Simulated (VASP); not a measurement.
A run of VASP 6.6.1 is set up as follows.

The input INCAR:

```
PREC = Accurate
ENCUT = 500
EDIFF = 1E-6
ISMEAR = 0
SIGMA = 0.01
LREAL = F
LASPH = T
NELM = 120
ALGO = Normal
ISIF = 2
LWAVE = F
LCHARG = F
GGA = CA
NBANDS = 11
GGA_COMPAT = F
```

File KPOINTS:

```
Automatic mesh
0
Gamma
  4 4 4
```

Contents of POSCAR:

```
AlAs
1.0
    0.0000000000      2.8389246376      2.8389246376
    2.8389246376      0.0000000000      2.8389246376
    2.8389246376      2.8389246376      0.0000000000
Al As
1 1
Direct
    0.0000000000      0.0000000000      0.0000000000
    0.2500000000      0.2500000000      0.2500000000
```

Potentials or basis: VASP PAW LDA potentials, release 64 (Al, As).

Launch:

```bash
$ cat potpaw_LDA.64/Al/POTCAR potpaw_LDA.64/As/POTCAR > POTCAR
$ mpirun -np 1 vasp_std > vasp.out
```

(1) Estimate the pressure.

(2) Estimate the band gap on the k mesh.

## Answers

(1) -1.3 GPa.

(2) 1.32 eV (least direct gap 1.80 eV).

Caveat: the k points lie up to 0.48 Å⁻¹ apart.
